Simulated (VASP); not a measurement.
The system is La.

```
CELL_PARAMETERS angstrom
3.75000 0.00000 0.00000
-1.87500 3.24760 0.00000
0.00000 0.00000 6.07000
ATOMIC_POSITIONS crystal
La 0.66667 0.33333 0.75000
La 0.33333 0.66667 0.25000
```

```yaml
Program: VASP 6.6.1
Task: relaxation of cell and atoms
Functional: PBEsol
Dispersion: D4
Potentials_or_basis: VASP PAW PBE potentials, release 64 (La)
Cutoff: 600 eV
k_mesh: 8 × 8 × 5
Occupations: fermi-dirac, width 0.05 eV
Spin: no spin polarisation
```

At the start: pressure -2.2 GPa; volume 36.96 Å³/atom.

Question: How do energy, volume and symmetry change on relaxing?

Answer: Over 7 steps the energy falls by 23.3 meV/atom and the volume is 33.57 Å³/atom (-9.2 %); space group P6_3/mmc (No. 194, to 0.05 Å).

The path:
```
step  energy change (eV)  largest force (eV/Å)  pressure (GPa)  volume (Å³)
   1              0.0000                0.0000           -2.17        73.92
   2             -0.0440                0.0000           -0.49        68.71
   3             -0.0461                0.0000           -0.04        67.41
   4             -0.0461                0.0000            0.01        67.28
   5             -0.0463                0.0000            0.00        67.25
   6             -0.0465                0.0000            0.00        67.21
   7             -0.0466                0.0000            0.00        67.14
```

Final structure:
```
La
1.0
     3.62259    0.00000    0.00000
    -1.81130    3.13726    0.00000
     0.00000    0.00000    5.90786
La
2
Direct
  0.66667 0.33333 0.75000
  0.33333 0.66667 0.25000
```

Caveat: the PAW data sets were made with another functional, which shifts forces and pressure a little; pairwise dispersion overbinds metals, which lowers pressure and volume.
